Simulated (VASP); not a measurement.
CdSe, 2 atoms in the cell. Symmetry: F-43m, No. 216, cubic system. The conventional cell has a = 6.070 Å, b = 6.070 Å, c = 6.070 Å, α = 90.00°, β = 90.00°, γ = 90.00°. Within 3.5 Å of Cd (site symmetry -43m) lie 4 Se at 2.63 Å. Within 3.5 Å of Se (site symmetry -43m) lie 4 Cd at 2.63 Å.  This cell differs from its parent crystal: volume scaled by 0.94.

- Program: VASP 6.6.1
- Task: single point
- Functional: PBE
- Potentials or basis: VASP PAW PBE potentials, release 64 (Cd, Se)
- Cutoff: 520 eV
- k mesh: 10 × 10 × 10
- Occupations: gaussian, width 0.02 eV
- Spin: no spin polarisation
- Dipole correction: no
- Further INCAR settings: ALGO = Normal; EDIFF = 1e-06; NBANDS = 16

Potentials or basis: VASP PAW PBE potentials, release 64 (Cd, Se).

Launch:

```console
$ cat potpaw_PBE.64/Cd/POTCAR potpaw_PBE.64/Se/POTCAR > POTCAR
$ mpirun -np 1 vasp_std > vasp.out
```

Hardware: 1 thread of Intel(R) Xeon(R) Platinum 8259CL CPU @ 2.50GHz (Skylake/Cascade Lake), with other jobs on the host.

Problem. How long does it take, and how much memory?

Solution. Wall time 22 s on 1 thread of Intel(R) Xeon(R) Platinum 8259CL CPU @ 2.50GHz (Skylake/Cascade Lake), on a shared host, peak memory 0.2 GiB. Counts: scf iterations 12, k points 47.
